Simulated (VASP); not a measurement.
**CdSe: relaxation of cell and atoms with LDA**

The system is CdSe.

```
Cd Se
1.0
     0.00000    3.07027    3.07027
     3.07027    0.00000    3.07027
     3.07027    3.07027    0.00000
Cd Se
1 1
Direct
  0.00000 0.00000 0.00000
  0.75000 0.75000 0.75000
```

* Program: VASP 6.6.1
* Task: relaxation of cell and atoms
* Functional: LDA
* Potentials or basis: VASP PAW LDA potentials, release 64 (Cd, Se)
* Cutoff: 600 eV
* k mesh: 5 × 5 × 5
* Occupations: gaussian, width 0.01 eV
* Spin: no spin polarisation
* Dipole correction: no
* Further INCAR settings: ALGO = Normal; EDIFF = 1e-06; IBRION = 2; EDIFFG = -0.01; NSW = 80; ISIF = 3

| Item | Value |
| --- | --- |
| Relaxed volume | 27.33 Å³/atom |
| Relaxed cell | a = 4.260 Å, b = 4.260 Å, c = 4.260 Å, α = 60.00°, β = 60.00°, γ = 60.00° |
| Space group after relaxing (to 0.05 Å) | F-43m (No. 216) |
| Energy gained by relaxing | 15.3 meV/atom |
| Ionic steps | 3 |
| Pressure after relaxing | 0.0 GPa |
| Band gap on the k mesh | 0.41 eV, direct |

The path:
```tsv
step	energy change (eV)	largest force (eV/Å)	pressure (GPa)	volume (Å³)
1	0.0000	0.0000	-2.88	57.88
2	-0.0268	0.0000	1.16	53.63
3	-0.0305	0.0000	-0.01	54.67
```

Final structure:
```cif
data_structure
_symmetry_space_group_name_H-M 'P 1'
_symmetry_Int_Tables_number 1
_cell_length_a 4.2601
_cell_length_b 4.2601
_cell_length_c 4.2601
_cell_angle_alpha 60.000
_cell_angle_beta 60.000
_cell_angle_gamma 60.000
_cell_volume 54.67
loop_
_atom_site_label
_atom_site_type_symbol
_atom_site_fract_x
_atom_site_fract_y
_atom_site_fract_z
_atom_site_occupancy
Cd1 Cd 0.00000 0.00000 0.00000 1
Se1 Se 0.75000 0.75000 0.75000 1
```

Levels at points of the mesh, in eV from the valence-band top:
```
           k point  band 5  band 6  band 7  band 8  band 9  band 10  band 11  band 12  band 13
(0.00, 0.00, 0.00)   -7.66   -7.66    0.00    0.00    0.00     0.41     5.79     5.79     5.79
```

Run time: 62 s on 1 thread of AMD EPYC 7R13 (shared host), peak memory 0.15 GiB.
